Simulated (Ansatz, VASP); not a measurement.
# Two plane-wave programs on Ti3H

Contents of INCAR:

```
PREC = Accurate
ENCUT = 520
EDIFF = 1E-6
ISMEAR = 0
SIGMA = 0.1
LREAL = F
LASPH = T
NELM = 80
ALGO = Normal
ISIF = 2
LWAVE = F
LCHARG = T
LDIPOL = T
IDIPOL = 3
DIPOL = 0.5 0.5 0.343
GGA = PE
LELF = T
LVHAR = T
LVACPOTAV = T
NBANDS = 26
```

Contents of KPOINTS:

```
Automatic mesh
0
Gamma
  10 10 1
```

File POSCAR:

```
Ti3H
1.0
    2.8193504947      0.0000000000      0.0000000000
   -0.9397834982      2.6581091378      0.0000000000
    0.0000000000      0.0000000000     21.3259744853
Ti H
3 1
Direct
    0.5000000000      0.5000000000      0.1875646997
    0.0000000000      0.0000000000      0.2892724347
    0.5000000000      0.5000000000      0.3904147260
    0.6666666667      0.6666666667      0.5062359281
```

Input for Ansatz:

```yaml
crystal:
  lattice:
    - [2.8193504947, 0.0, 0.0]
    - [-0.9397834982, 2.6581091378, 0.0]
    - [0.0, 0.0, 21.3259744853]
  atoms:
    - { symbol: Ti, position: [0.5, 0.5, 0.1875646997] }
    - { symbol: Ti, position: [0.0, 0.0, 0.2892724347] }
    - { symbol: Ti, position: [0.5, 0.5, 0.390414726] }
    - { symbol: H, position: [0.6666666667, 0.6666666667, 0.5062359281] }
basis:
  ecutwfc: 420
kpoints:
  mp_grid: { grid: [10, 10, 1] }
hamiltonian:
  xc: pbe
scf:
  occupations: { method: gaussian, width: 0.1 }
output:
  forces: true
  eigenvalues: true
efield:
  axis: 3
  dipole_correction: true
  ramp_width: 0.04
```

Alike in both runs: task single point; functional PBE; k mesh 10 × 10 × 1; occupations gaussian, width 0.1 eV; no spin polarisation.

|  | VASP | Ansatz |
| --- | --- | --- |
| version | VASP 6.6.1 | Ansatz 0.2.0 |
| potentials or method | VASP PAW PBE potentials, release 64 (Ti_sv, H), cutoff 520 eV | scalar-relativistic, plane waves, PAW |
| valence electrons in the cell | 37 | 37 |

```csv
,VASP,Ansatz,Ansatz less VASP
gap on the k mesh at the Fermi level (eV),none,none,-
rms of the force components (eV/Å),0.670,0.672,+0.0022
"work function, face that differs most (eV)",4.33,4.33,+0.004
```

Atom by atom the forces differ by 0.005 eV/Å (rms over components). A gap of «none» marks a metal or a gap that the smearing closes.
